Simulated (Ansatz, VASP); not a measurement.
## SiC in VASP and in Ansatz

```
CELL_PARAMETERS angstrom
0.00000 1.98566 1.98566
1.98566 0.00000 1.98566
1.98566 1.98566 0.00000
ATOMIC_POSITIONS crystal
C 0.00000 0.00000 0.00000
Si 0.50000 0.50000 0.50000
```

Alike in both runs: task single point; functional r2SCAN; k mesh 20 × 20 × 20; occupations gaussian, width 0.05 eV; no spin polarisation.

|  | VASP | Ansatz |
| --- | --- | --- |
| version | VASP 6.6.1 | Ansatz 0.2.0 |
| potentials or method | VASP PAW PBE potentials, release 64 (C, Si), cutoff 520 eV | scalar-relativistic, plane waves, PAW |
| valence electrons in the cell | 8 | 8 |

|  | VASP | Ansatz | Ansatz less VASP |
| --- | --- | --- | --- |
| gap on the k mesh at the Fermi level (eV) | none | none | - |
| pressure (GPa) | 12.5 | 12.2 | -0.29 |

VASP's potentials were made for PBE, not for r2SCAN. A gap of «none» marks a metal or a gap that the smearing closes. The functional is the same, so the differences come from potentials, cutoffs and numerics.
